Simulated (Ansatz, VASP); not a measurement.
**Two plane-wave programs on LiH**

Contents of INCAR:

```
SYSTEM = LiH
PREC = Accurate
ENCUT = 520
EDIFF = 1E-6
ISMEAR = -1
SIGMA = 0.02
LREAL = .False.
LASPH = .True.
NELM = 80
ALGO = Normal
ISIF = 2
LWAVE = .False.
LCHARG = .False.
GGA = PE
NBANDS = 12
```

The input KPOINTS:

```
Automatic mesh
0
Gamma
  12 12 6
  0 0 0
```

File POSCAR:

```
LiH
1.0
    3.3475858822      0.0000000000      0.0000000000
   -1.6737929411      2.8990944154      0.0000000000
    0.0000000000      0.0000000000      4.0216139349
Li H
2 2
Direct
    0.3333333333      0.6666666667      0.2500000000
    0.6666666667      0.3333333333      0.7500000000
    0.6666666667      0.3333333333      0.2500000000
    0.3333333333      0.6666666667      0.7500000000
```

Input for Ansatz:

```yaml
crystal:
  lattice:
    - [3.3475858822, 0.0, 0.0]
    - [-1.6737929411, 2.8990944154, 0.0]
    - [0.0, 0.0, 4.0216139349]
  atoms:
    - { symbol: Li, position: [0.3333333333, 0.6666666667, 0.25] }
    - { symbol: Li, position: [0.6666666667, 0.3333333333, 0.75] }
    - { symbol: H, position: [0.6666666667, 0.3333333333, 0.25] }
    - { symbol: H, position: [0.3333333333, 0.6666666667, 0.75] }
kpoints:
  mp_grid: { grid: [12, 12, 6] }
  band_path:
    path:
      - [0.0, 0.0, 0.0]
      - [0.5, 0.0, 0.0]
      - [0.3333333333, 0.3333333333, 0.0]
      - [0.0, 0.0, 0.5]
      - [0.5, 0.0, 0.5]
      - [0.3333333333, 0.3333333333, 0.5]
    npoints: 1
hamiltonian:
  xc: pbe
scf:
  occupations: { method: fermi_dirac, width: 0.02 }
  n_extra_bands: 5
output:
  forces: true
  stress: true
  eigenvalues: true
  write_density: true
  write_potential: true
  elf: true
  volumetric_format: npy
```

Change from the starting cell: epitaxial_xy strain +2.9%.

Alike in both runs: task single point; functional PBE; k mesh 12 × 12 × 6; occupations fermi-dirac, width 0.02 eV; no spin polarisation.

|  | VASP | Ansatz |
| --- | --- | --- |
| version | VASP 6.6.1 | Ansatz 0.2.0 |
| potentials or method | VASP PAW PBE potentials, release 64 (Li_sv, H) | plane waves, PAW |
| plane-wave cutoff (eV) | 520 | 420 |
| valence electrons in the cell | 8 | 8 |

|  | VASP | Ansatz | Ansatz less VASP |
| --- | --- | --- | --- |
| gap on the k mesh at the Fermi level (eV) | 1.64 | 1.65 | +0.005 |

The functional is the same, so the differences come from potentials, cutoffs and numerics.

Noted on VASP's run: the cutoff is short for stress, so the pressure is rough.
